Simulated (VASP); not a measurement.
# Sb (R-3m) in VASP: single point with PBE+D3(BJ)

Aim: the single point of Sb with PBE+D3(BJ).

Everything below comes from runs of VASP 6.6.1. Logs are shortened: lines on timing, memory, paths and dates and some standing lists are left out, and cuts for length are marked.

## (1) The cell of the first run

It takes space group R-3m (No. 166, trigonal). The conventional cell has a = 4.317 Å, b = 4.317 Å, c = 11.018 Å, α = 90.00°, β = 90.00°, γ = 120.00°. Within 3.9 Å of Sb (site symmetry 3m) lie 6 Sb at 2.94 to 3.27 Å.

## (2) Single point, PBE+D3(BJ)

File INCAR:

```
PREC = Accurate
ENCUT = 520
EDIFF = 1E-6
ISMEAR = -1
SIGMA = 0.15
LREAL = F
LASPH = T
NELM = 80
ALGO = Normal
ISIF = 2
LWAVE = F
LCHARG = F
GGA = PE
IVDW = 12
NBANDS = 12
```

File KPOINTS:

```
regular mesh
0
Gamma
  12 12 12
```

File POSCAR:

```
Sb
1.0
    2.1583711031      1.2461361374      3.6727700005
   -2.1583711031      1.2461361374      3.6727700005
    0.0000000000     -2.4922722747      3.6727700005
Sb
2
Direct
    0.2371684168      0.2371684168      0.2371684168
    0.7628315832      0.7628315832      0.7628315832
```

Potentials or basis: VASP PAW PBE potentials, release 64 (Sb).

Run with:

```bash
$ cat potpaw_PBE.64/Sb/POTCAR > POTCAR
$ mpirun -np 1 vasp_std > vasp.out
```

OUTCAR:

```text
PREC = Accurate
   ENCUT = 520
   EDIFF = 1E-6
   ISMEAR = -1
   LREAL = F
   LASPH = T
   NELM = 80
   ISIF = 2
   GGA = PE
   IVDW = 12
 IVDW          = 12

 ion  position               nearest neighbor table
   1  0.237  0.237  0.237-   2 2.94   2 2.94   2 2.94   2 3.27   2 3.27   2 3.27
   2  0.763  0.763  0.763-   1 2.94   1 2.94   1 2.94   1 3.27   1 3.27   1 3.27

  LATTYP: Found a trigonal (rhomboedric) cell.
 ALAT       =     4.4385426176
 COS(alpha) =     0.5270650136

  Lattice vectors:

 A1 = (   2.1583711031,   1.2461361374,   3.6727700005)
 A2 = (  -2.1583711031,   1.2461361374,   3.6727700005)
 A3 = (   0.0000000000,  -2.4922722747,   3.6727700005)

Analysis of symmetry for initial positions (statically):
=====================================================================
 Subroutine PRICEL returns:
 Original cell was already a primitive cell.

 Routine SETGRP: Setting up the symmetry group for a
 trigonal (rhombohedral) supercell.

 Subroutine GETGRP returns: Found 12 space group operations
 (whereof 12 operations were pure point group operations)
 out of a pool of 12 trial point group operations.

The static configuration has the point symmetry D_3d.

Analysis of symmetry for dynamics (positions and initial velocities):
=====================================================================
 Subroutine PRICEL returns:
 Original cell was already a primitive cell.

 Routine SETGRP: Setting up the symmetry group for a
 trigonal (rhombohedral) supercell.

 Subroutine GETGRP returns: Found 12 space group operations
 (whereof 12 operations were pure point group operations)
 out of a pool of 12 trial point group operations.

The dynamic configuration has the point symmetry D_3d.

 Subroutine INISYM returns: Found 12 space group operations
 (whereof 12 operations are pure point group operations),
 and found     1 'primitive' translations

----------------------------------------------------------------------------------------

                                     Primitive cell

  volume of cell :      59.2702

  direct lattice vectors                    reciprocal lattice vectors
     2.158371103  1.246136137  3.672770000     0.231656178  0.133746757  0.090758020
    -2.158371103  1.246136137  3.672770000    -0.231656178  0.133746757  0.090758020
     0.000000000 -2.492272275  3.672770000     0.000000000 -0.267493513  0.090758020

  length of vectors
     4.438542618  4.438542618  4.438542618     0.282470880  0.282470880  0.282470880

  position of ions in fractional coordinates (direct lattice)
     0.237168417  0.237168417  0.237168417
[... 90 lines left out ...]
   NUPDOWN=      -1.0000    fix difference up-down
   EMIN   =  10.00;   EMAX   =-10.00  energy-range for DOS
   EFERMI =   0.00;   METHOD = LEGACY
   ISMEAR =    -1;   SIGMA  =   0.15  broadening in eV -4-tet -1-fermi 0-gaus
   EFERMI_NEDOS =   21; number of points for ismear=-14 and -15
   IALGO  =     38    algorithm
   IMIX   =      4    mixing-type and parameters
     AMIX     =   0.40;   BMIX     =  1.00
     AMIX_MAG =   1.60;   BMIX_MAG =  1.00
  volume/ion in A,a.u.               =      29.64       199.99
  Fermi-wavevector in a.u.,A,eV,Ry     =   0.904613  1.709470 11.133973  0.818324
  Thomas-Fermi vector in A             =   2.028081
   LORBIT       =      0    0 simple, 1 ext, 2 COOP (PROOUT), +10 PAW based schemes
   GGA     = PE    functional components
   LHFCALC =     F    Hartree Fock is set to
   AEXX    =    0.0000 exact exchange contribution
   IVDW    =    12    specifies the selected vdW correction
   LEPSILON=     F    determine dielectric tensor
   LRPA    =     F    only Hartree local field effects (RPA)
 non-spin polarized calculation
  energy-cutoff  :      520.00
  volume of cell :       59.27
 maximum number of plane-waves:      1613
 NGX is ok and might be reduce to    36
   NGX = 17   NGY = 17   NGZ = 17

 number of electron      10.0000000 magnetization

 Free energy of the ion-electron system (eV)
  ---------------------------------------------------
  ext. energy  EPLUGINS =         0.00000000
  ---------------------------------------------------
  free energy    TOTEN  =        -8.25517560 eV

  energy without entropy =       -8.21527405  energy(sigma->0) =       -8.23522483

 E-fermi :   7.3815     XC(G=0):  -9.6275

 val. band max:        7.3496876496   @ k =   0.2500   0.2500   0.1667
 cond. band min:       7.3826199425   @ k =   0.5000   0.5000   0.5000
 fundamental gap:      0.0329322929
 Fermi energy:         7.3815342237

 k-point     1 :       0.0000    0.0000    0.0000
  band No.  band energies     occupation
      1      -5.2886      2.00000
      2       2.8064      2.00000
      3       5.4707      1.99999
      4       5.6589      1.99998
      5       5.6589      1.99998
      6       9.9104      0.00000
      7      10.3368      0.00000
      8      10.3368      0.00000
      9      12.3925      0.00000
     10      12.3925      0.00000
     11      12.4980      0.00000
     12      14.0935      0.00000
[... 331 lines left out ...]
 k-point    24 :      -0.4167    0.1667   -0.0000
  band No.  band energies     occupation
      1      -2.7055      2.00000
      2      -2.0492      2.00000
      3       3.7879      2.00000
      4       5.3247      2.00000
      5       5.7732      1.99996
      6       8.3785      0.00259
      7       8.8488      0.00011
      8      10.6321      0.00000
      9      14.1388      0.00000
     10      14.5075      0.00000
     11      15.1512      0.00000
     12      17.7984      0.00000

 [... further k-points ...]

------------------------ aborting loop because EDIFF is reached ----------------------------------------

 Edisp (eV)   -0.96397

 E8    (eV) :    -0.4497

  FORCE on cell =-STRESS in cart. coord.  units (eV):
  Direction    XX          YY          ZZ          XY          YZ          ZX
  --------------------------------------------------------------------------------------
  -------------------------------------------------------------------------------------
  Total       0.02348     0.02348     0.01052     0.00000     0.00000     0.00000
  in kB       0.63482     0.63482     0.28435     0.00000     0.00000     0.00000
  external pressure =        0.52 kB  Pullay stress =        0.00 kB

 VOLUME and BASIS-vectors are now :
 -----------------------------------------------------------------------------
  energy-cutoff  :      520.00
  volume of cell :       59.27
      direct lattice vectors                 reciprocal lattice vectors
     2.158371103  1.246136137  3.672770000     0.231656178  0.133746757  0.090758020
    -2.158371103  1.246136137  3.672770000    -0.231656178  0.133746757  0.090758020
     0.000000000 -2.492272275  3.672770000     0.000000000 -0.267493513  0.090758020

 POSITION                                       TOTAL-FORCE (eV/Angst)
 -----------------------------------------------------------------------------------
      0.00000      0.00000      2.61320         0.000000      0.000000      0.035329
      0.00000      0.00000      8.40511         0.000000     -0.000000     -0.035329
 -----------------------------------------------------------------------------------
    total drift:                                0.000000      0.000000     -0.000000

  FREE ENERGIE OF THE ION-ELECTRON SYSTEM (eV)
  ---------------------------------------------------
  free  energy   TOTEN  =        -9.2191481884 eV

  energy  without entropy=       -9.1792466359  energy(sigma->0) =       -9.19919741
```

OSZICAR:

```text
N       E                     dE             d eps       ncg     rms          rms(c)
DAV:   1     0.342612019599E+02    0.34261E+02   -0.35655E+03  4536   0.655E+02
DAV:   2    -0.642797797708E+01   -0.40689E+02   -0.39276E+02  5924   0.107E+02
DAV:   3    -0.823772782083E+01   -0.18097E+01   -0.17868E+01  5612   0.249E+01
DAV:   4    -0.825343137938E+01   -0.15704E-01   -0.15700E-01  5280   0.278E+00
DAV:   5    -0.825361644396E+01   -0.18506E-03   -0.18506E-03  5568   0.333E-01    0.299E+00
DAV:   6    -0.825434344622E+01   -0.72700E-03   -0.18943E-03  5336   0.302E-01    0.180E+00
DAV:   7    -0.825503327795E+01   -0.68983E-03   -0.46263E-03  5288   0.463E-01    0.830E-02
DAV:   8    -0.825515294529E+01   -0.11967E-03   -0.13424E-04  5620   0.717E-02    0.222E-02
DAV:   9    -0.825517447882E+01   -0.21534E-04   -0.29946E-05  5272   0.333E-02    0.367E-03
DAV:  10    -0.825517550031E+01   -0.10215E-05   -0.24846E-06  5436   0.878E-03    0.124E-03
DAV:  11    -0.825517560300E+01   -0.10269E-06   -0.27479E-07  2924   0.336E-03
   1 F= -.92191482E+01 E0= -.91991974E+01  d E =-.399016E-01
```

stdout:

```text
POSCAR found type information on POSCAR Sb
 POSCAR found :  1 types and       2 ions
 scaLAPACK will be used
 LDA part: xc-table for (Slater+PW92), standard interpolation
 POSCAR, INCAR and KPOINTS ok, starting setup
 FFT: planning ... GRIDC
 FFT: planning ... GRID_SOFT
 FFT: planning ... GRID
 WAVECAR not read
 entering main loop
```

Run time: 68 s. Hardware: 1 thread of AMD EPYC 9R45 (Zen 5), shared host; peak memory 0.26 GiB.

What came out:

| Quantity | Value |
| --- | --- |
| Free energy | -9.2191 eV |
| Pressure | 0.1 GPa |
| Largest force | 0.035 eV/Å |
| Band gap on the k mesh | zero (band 5 reaches 7.58 eV, above the bottom of band 6 at 7.33 eV) |
| Dispersion energy per atom | -0.482 eV |

Forces on the atoms (eV/Å):
```
Sb   0.000  0.000  0.035
Sb   0.000  0.000 -0.035
```

Levels at points of the mesh, in eV from the Fermi level:
```
           k point  band 1  band 2  band 3  band 4  band 5  band 6  band 7  band 8  band 9  band 10
(0.00, 0.00, 0.00)  -12.67   -4.58   -1.91   -1.72   -1.72    2.53    2.96    2.96    5.01     5.01
(0.50, 0.00, 0.00)  -10.22   -9.65   -1.60   -1.45   -0.25   -0.05    0.29    0.30    8.01     8.62
(0.50, 0.50, 0.00)  -10.24   -7.76   -5.54   -3.72   -3.64    1.74    5.18    5.55    7.27     8.88
(0.50, 0.50, 0.50)  -10.85   -9.14   -1.12   -1.12   -0.29    0.00    0.00    1.00    7.50     8.92
```

Caveat: spin-orbit coupling is left out, which moves the levels of the heavy elements; pairwise dispersion overbinds metals, which lowers pressure and volume.
